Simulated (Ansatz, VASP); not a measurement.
## One calculation of TlSbO2, two programs

```
CELL_PARAMETERS angstrom
-2.52987 2.52987 5.43108
2.52987 -2.52987 5.43108
2.52987 2.52987 -5.43108
ATOMIC_POSITIONS crystal
Tl 0.75000 0.25000 0.50000
Tl 0.00000 0.00000 0.00000
O 0.45501 0.95501 0.50000
O 0.70501 0.70501 0.00000
O 0.04499 0.54499 0.50000
O 0.29499 0.29499 0.00000
Sb 0.25000 0.75000 0.50000
Sb 0.50000 0.50000 0.00000
```

Alike in both runs: task single point; functional r2SCAN; k mesh 8 × 8 × 8; occupations fermi-dirac, width 0.02 eV; no spin polarisation.

|  | VASP | Ansatz |
| --- | --- | --- |
| version | VASP 6.6.1 | Ansatz 0.2.0 |
| potentials or method | VASP PAW PBE potentials, release 64 (Tl_d, O, Sb) | plane waves, PAW |
| plane-wave cutoff (eV) | 660 | 500 |
| valence electrons in the cell | 60 | 80 |

```tsv
	VASP	Ansatz	Ansatz less VASP
pressure (GPa)	-0.4	0.0	+0.47
rms of the force components (eV/Å)	0.010	0.004	-0.0052
```

VASP's potentials were made for PBE, not for r2SCAN. VASP's potentials hold 60 valence electrons a cell and Ansatz's 80, so a difference there can come from the potentials and not from the codes.

Spin-orbit coupling is off throughout.
